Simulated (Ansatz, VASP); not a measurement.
Ni3Ge: VASP beside Ansatz

The input INCAR:

```
  PREC = Accurate
  ENCUT = 600
  EDIFF = 1E-6
  ISMEAR = -1
  SIGMA = 0.05
  LREAL = False
  LASPH = True
  NELM = 120
  ALGO = Normal
  ISIF = 2
  LWAVE = False
  LCHARG = False
  GGA = CA
  NBANDS = 30
  GGA_COMPAT = False
```

File KPOINTS:

```
Automatic mesh
0
Gamma
  8 8 8
```

POSCAR

```
Ni3Ge
1.0
    3.3830625882      0.0000000000      0.0000000000
    0.0000000000      3.3830625882      0.0000000000
    0.0000000000      0.0000000000      3.3830625882
Ni Ge
3 1
Direct
    0.5000000000      0.0000000000      0.5000000000
    0.0000000000      0.5000000000      0.5000000000
    0.5000000000      0.5000000000      0.0000000000
    0.0000000000      0.0000000000      0.0000000000
```

Input for Ansatz:

```yaml
crystal:
  lattice:
    - [3.3830625882, 0.0, 0.0]
    - [0.0, 3.3830625882, 0.0]
    - [0.0, 0.0, 3.3830625882]
  atoms:
    - { symbol: Ni, position: [0.5, 0.0, 0.5] }
    - { symbol: Ni, position: [0.0, 0.5, 0.5] }
    - { symbol: Ni, position: [0.5, 0.5, 0.0] }
    - { symbol: Ge, position: [0.0, 0.0, 0.0] }
kpoints:
  mp_grid: { grid: [8, 8, 8] }
scf:
  occupations: { method: fermi_dirac, width: 0.05 }
  lower_state_search: "off"
hamiltonian:
  xc: lda
  pseudopotentials: { kind: paw }
output:
  forces: true
  stress: true
  eigenvalues: true
```

Change from the starting cell: volume scaled by 0.88, no spin polarisation, PAW files.

Alike in both runs: task single point; functional LDA; k mesh 8 × 8 × 8; occupations fermi-dirac, width 0.05 eV; no spin polarisation.

```csv
,VASP,Ansatz
version,VASP 6.6.1,Ansatz 0.2.0
potentials or method,"VASP PAW LDA potentials, release 64 (Ni, Ge_d)","PAW with Ansatz's default frozen-core files, scalar-relativistic"
plane-wave cutoff (eV),600,420
valence electrons in the cell,44,68
```

```tsv
	VASP	Ansatz	Ansatz less VASP
pressure (GPa)	27.9	27.5	-0.36
```

LDA's correlation is that of Perdew and Zunger in VASP and of Perdew and Wang (1992) in Ansatz. VASP's potentials hold 44 valence electrons a cell and Ansatz's 68, so a difference there can come from the potentials and not from the codes.
